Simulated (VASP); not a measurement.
Ge: single point with PBEsol

Crystal: Ge.

```
Ge
1.0
     4.15702    0.00000    0.00000
     0.00000    5.87891    0.00000
     0.00000    0.00000    3.90204
Ge
4
Direct
  0.00000 0.00000 0.00000
  0.50000 0.25000 0.00000
  0.50000 0.50000 0.50000
  0.00000 0.75000 0.50000
```

```yaml
Program: VASP 6.6.1
Task: single point
Functional: PBEsol
Potentials_or_basis: VASP PAW PBE potentials, release 64 (Ge_d)
Cutoff: 500 eV
k_mesh: 10 × 8 × 12
Occupations: gaussian, width 0.1 eV
Spin: no spin polarisation
Dipole_correction: no
Further_INCAR_settings: ALGO = Normal; EDIFF = 1e-06; NBANDS = 36
```

| Property | Result |
| --- | --- |
| Pressure | -2.4 GPa |
| Largest force | 0.439 eV/Å |
| Band gap on the k mesh | zero (bands 28 and 29 overlap by 0.36 eV) |

Forces on the atoms (eV/Å):
```
Ge   0.000  0.439  0.000
Ge   0.000 -0.439  0.000
Ge   0.000  0.439  0.000
Ge   0.000 -0.439  0.000
```

Stress tensor (GPa, compression positive):
```
-6.11  0.00  0.00
 0.00 -3.96  0.00
 0.00  0.00  2.88
```

Levels at points of the mesh, in eV from the Fermi level:
```tsv
k point	band 26	band 27	band 28	band 29	band 30	band 31
(0.00, 0.00, 0.00)	-0.55	-0.17	0.06	0.18	0.57	1.30
(0.50, 0.00, 0.00)	-3.79	-1.09	-1.09	2.34	2.34	4.83
(0.00, 0.50, 0.00)	-2.04	-1.51	-1.51	1.18	1.18	2.62
(0.50, 0.50, 0.00)	-1.30	-1.02	-1.02	0.17	0.17	3.57
(0.00, 0.00, 0.50)	-3.70	-1.36	-1.36	1.66	1.66	4.37
(0.50, 0.00, 0.50)	-2.95	-2.95	-2.95	0.68	0.68	0.68
(0.00, 0.50, 0.50)	-1.60	-1.27	-1.27	-0.23	-0.23	3.47
(0.50, 0.50, 0.50)	-3.66	-3.66	-3.66	3.82	3.82	3.82
```

It took 9.3 min on 1 thread of Oxide Virtual Turin-like Processor, with other jobs on the host, peak memory 0.5 GiB.

Caveat: the stress differs along the axes, from -6 to 3 GPa; semilocal functionals underestimate gaps, and a narrow one can read as zero; the PAW data sets were made with another functional, which shifts forces and pressure a little.
